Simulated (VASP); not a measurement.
Wanted: the native input for a VASP 6.6.1 run.

| Item | Value |
| --- | --- |
| Task | single point |
| Functional | PBE |
| Potentials or basis | VASP PAW PBE potentials, release 64 (Pb_d) |
| Cutoff | 520 eV |
| k mesh | 4 × 4 × 4 |
| Occupations | gaussian, width 0.1 eV |
| Spin | no spin polarisation |
| Dipole correction | no |
| Further INCAR settings | ALGO = Fast; EDIFF = 1e-06; NBANDS = 96 |

The structure of Pb lies in POSCAR:

```
Pb
1.0
    7.2732670000      0.0000000000      0.0000000000
    0.0000000000      7.2732670000      0.0000000000
    0.0000000000      0.0000000000      7.6910920000
Pb
12
Direct
    0.3411560000      0.3425640000      0.5000000000
    0.1588440000      0.8425640000      0.5000000000
    0.6588440000      0.6574360000      0.5000000000
    0.8411560000      0.1574360000      0.5000000000
    0.6574360000      0.3411560000      0.0000000000
    0.8425640000      0.8411560000      0.0000000000
    0.3425640000      0.6588440000      0.0000000000
    0.1574360000      0.1588440000      0.0000000000
    0.0000000000      0.5000000000      0.7500000000
    0.5000000000      0.0000000000      0.7500000000
    0.0000000000      0.5000000000      0.2500000000
    0.5000000000      0.0000000000      0.2500000000
```

These files were run (other wordings do the same):

INCAR

```
PREC = Accurate ; ENCUT = 520
EDIFF = 1E-6 ; ISMEAR = 0
SIGMA = 0.1 ; LREAL = False
LASPH = True ; NELM = 100
ALGO = Fast ; ISIF = 2
LWAVE = False ; LCHARG = False
GGA = PE ; NBANDS = 96
```

KPOINTS

```
Automatic mesh
0
Gamma
  4 4 4
```

Potentials or basis: VASP PAW PBE potentials, release 64 (Pb_d).

Run with:

```bash
$ cat potpaw_PBE.64/Pb_d/POTCAR > POTCAR
$ mpirun -np 1 vasp_std > vasp.out
```

Results of the run:

```yaml
Pressure: 0.0 GPa
Largest_force: 0.054 eV/Å
Band_gap_on_the_k_mesh: zero (bands 84 and 85 overlap by 1.07 eV)
```

Caveat: spin-orbit coupling is left out, which moves the levels of the heavy elements.

Wall time 9 min on 1 thread of Intel(R) Xeon(R) 6975P-C (Granite Rapids), on a shared host, peak memory 0.69 GiB.
